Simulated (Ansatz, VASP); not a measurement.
**ZnSe: VASP beside Ansatz**

File INCAR:

```
SYSTEM = ZnSe
PREC = Accurate
ENCUT = 520
EDIFF = 1E-7
ISMEAR = 0
SIGMA = 0.05
LREAL = .False.
LASPH = .True.
NELM = 60
ALGO = Normal
ISIF = 2
LWAVE = .False.
LCHARG = .True.
GGA = PE
LELF = .True.
LVHAR = .True.
NBANDS = 16
```

The input KPOINTS:

```
Automatic mesh
0
Gamma
  12 12 12
  0 0 0
```

The input POSCAR:

```
ZnSe
1.0
    0.0000000000      2.7018156019      2.7018156019
    2.7018156019      0.0000000000      2.7018156019
    2.7018156019      2.7018156019      0.0000000000
Se Zn
1 1
Direct
    0.0000000000      0.0000000000      0.0000000000
    0.5000000000      0.5000000000      0.5000000000
```

Input for Ansatz:

```yaml
crystal:
  lattice:
    - [0.0, 2.7018156019, 2.7018156019]
    - [2.7018156019, 0.0, 2.7018156019]
    - [2.7018156019, 2.7018156019, 0.0]
  atoms:
    - { symbol: Se, position: [0.0, 0.0, 0.0] }
    - { symbol: Zn, position: [0.5, 0.5, 0.5] }
basis:
  ecutwfc: 420
  ecutrho_ratio: 4
kpoints:
  mp_grid: { grid: [12, 12, 12] }
hamiltonian:
  xc: pbe
scf:
  occupations: { method: gaussian, width: 0.05 }
output:
  forces: true
  stress: true
  eigenvalues: true
```

Alike in both runs: task single point; functional PBE; k mesh 12 × 12 × 12; occupations gaussian, width 0.05 eV; no spin polarisation.

|  | VASP | Ansatz |
| --- | --- | --- |
| version | VASP 6.6.1 | Ansatz 0.2.0 |
| potentials or method | VASP PAW PBE potentials, release 64 (Se, Zn), cutoff 520 eV | scalar-relativistic, plane waves, PAW |
| valence electrons in the cell | 18 | 28 |

Ansatz gave:

| Quantity | Value |
| --- | --- |
| gap on the k mesh at the Fermi level (eV) | none |
| pressure (GPa) | -1.3 |

Problem. Estimate VASP's values.

Solution. gap on the k mesh at the Fermi level (eV): none; pressure (GPa): -1.2.

A gap of «none» marks a metal or a gap that the smearing closes. With one functional, cell and mesh, what is left measures potentials, basis and numerics. VASP's potentials hold 18 valence electrons a cell and Ansatz's 28, so a difference there can come from the potentials and not from the codes.
